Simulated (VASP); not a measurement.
Set up this calculation in VASP 6.6.1, as the native input.

```yaml
Task: single point
Functional: PBE
Potentials_or_basis: VASP PAW PBE potentials, release 64 (Ca_sv, O)
Cutoff: 520 eV
k_mesh: 8 × 8 × 8
Occupations: gaussian, width 0.02 eV
Spin: no spin polarisation
Dipole_correction: no
Further_INCAR_settings: ALGO = Normal; EDIFF = 1e-06; NBANDS = 15
```

The structure of CaO (Lime) lies in POSCAR:

```
CaO
1.0
    0.0000000000      2.4150559793      2.4150559793
    2.4150559793      0.0000000000      2.4150559793
    2.4150559793      2.4150559793      0.0000000000
Ca O
1 1
Direct
    0.0000000000      0.0000000000      0.0000000000
    0.5000000000      0.5000000000      0.5000000000
```

The input as run:

INCAR

```
PREC = Accurate
ENCUT = 520
EDIFF = 1E-6
ISMEAR = 0
SIGMA = 0.02
LREAL = False
LASPH = True
NELM = 60
ALGO = Normal
ISIF = 2
LWAVE = False
LCHARG = False
GGA = PE
NBANDS = 15
```

KPOINTS

```
regular mesh
0
Gamma
  8 8 8
```

Potentials or basis: VASP PAW PBE potentials, release 64 (Ca_sv, O).

Launch:

```console
$ cat potpaw_PBE.64/Ca_sv/POTCAR potpaw_PBE.64/O/POTCAR > POTCAR
$ mpirun -np 1 vasp_std > vasp.out
```

It gave:

The pressure is 0.6 GPa and the band gap on the k mesh is 3.64 eV, indirect (least direct gap 4.02 eV).

Wall time 16 s on 1 thread of AMD EPYC 7R13 Processor (Zen 3), on a shared host, peak memory 0.13 GiB.
